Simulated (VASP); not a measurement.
A run of VASP 6.6.1 is set up as follows.

File INCAR:

```
SYSTEM = BaS
PREC     = Accurate       ! precision mode
ENCUT    = 520            ! plane-wave cutoff, eV
EDIFF    = 1E-7           ! SCF threshold, eV
ISMEAR   = -1             ! smearing method
SIGMA    = 0.02           ! smearing width, eV
LREAL    = .False.        ! projectors in reciprocal space
LASPH    = .True.         ! aspherical terms in the spheres
NELM     = 80             ! most SCF steps
ALGO     = Normal         ! electronic algorithm
ISIF     = 2              ! what is computed and relaxed
LWAVE    = .False.        ! write WAVECAR
LCHARG   = .True.         ! write CHGCAR
GGA      = PE             ! functional
LELF     = .True.         ! ELF
LVHAR    = .True.       
NBANDS   = 15             ! bands
```

File KPOINTS:

```
regular mesh
0
Gamma
  8 8 8
  0 0 0
```

File POSCAR:

```
BaS
1.0
    0.0000000000      3.2117958671      3.2117958671
    3.2117958671      0.0000000000      3.2117958671
    3.2117958671      3.2117958671      0.0000000000
Ba S
1 1
Direct
    0.0000000000      0.0000000000      0.0000000000
    0.5000000000      0.5000000000      0.5000000000
```

Potentials or basis: VASP PAW PBE potentials, release 64 (Ba_sv, S).

Launch:

```console
$ cat potpaw_PBE.64/Ba_sv/POTCAR potpaw_PBE.64/S/POTCAR > POTCAR
$ mpirun -np 1 vasp_std > vasp.out
```

(1) What does it give for the pressure?

(2) What does it give for the band gap on the k mesh?

Answers

(1) 0.6 GPa.

(2) 2.13 eV, indirect (least direct gap 2.28 eV).

Caveat: spin-orbit coupling is left out, which moves the levels of the heavy elements.
